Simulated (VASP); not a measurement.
A run of VASP 6.6.1:

INCAR

```
PREC     = Accurate       # precision mode
ENCUT    = 600            # plane-wave cutoff, eV
EDIFF    = 1E-7           # SCF threshold, eV
ISMEAR   = 0              # smearing method
SIGMA    = 0.02           # smearing width, eV
LREAL    = False          # projectors in reciprocal space
LASPH    = True           # aspherical terms in the spheres
NELM     = 80             # most SCF steps
ALGO     = Normal         # electronic algorithm
ISIF     = 4              # what is computed and relaxed
LWAVE    = False          # write WAVECAR
LCHARG   = False          # write CHGCAR
GGA      = PE             # functional
IBRION   = 2              # ionic algorithm
NSW      = 50             # ionic steps
EDIFFG   = -0.01          # ionic threshold
```

File KPOINTS:

```
regular mesh
0
Gamma
  10 10 4
```

Contents of POSCAR:

```
AlB3P4
1.0
    3.1993706117      0.0000000000      0.0000000000
    0.0000000000      3.1993706117      0.0000000000
    0.0000000000      0.0000000000      9.4634042513
Al B P
1 3 4
Direct
    0.0000000000      0.0000000000      0.0000000000
    0.5000000000      0.5000000000      0.7267199680
    0.0000000000      0.0000000000      0.5000000000
    0.5000000000      0.5000000000      0.2732800320
    0.0000000000      0.5000000000      0.6133558316
    0.5000000000      0.0000000000      0.3866441684
    0.0000000000      0.5000000000      0.1619406710
    0.5000000000      0.0000000000      0.8380593290
```

Potentials or basis: VASP PAW PBE potentials, release 64 (Al, B, P).

Launch:

```bash
$ cat potpaw_PBE.64/Al/POTCAR potpaw_PBE.64/B/POTCAR potpaw_PBE.64/P/POTCAR > POTCAR
$ mpirun -np 1 vasp_std > vasp.out
```

Hardware: 1 thread of AMD EPYC 9R45 96-Core Processor (Zen 5), with other jobs on the host.

Problem. How long does it take, and how much memory?

Solution. It took 3.7 min on 1 thread of AMD EPYC 9R45 96-Core Processor (Zen 5) (shared host), peak memory 0.3 GiB. Counts: scf iterations 36, k points 63, ion steps 6.
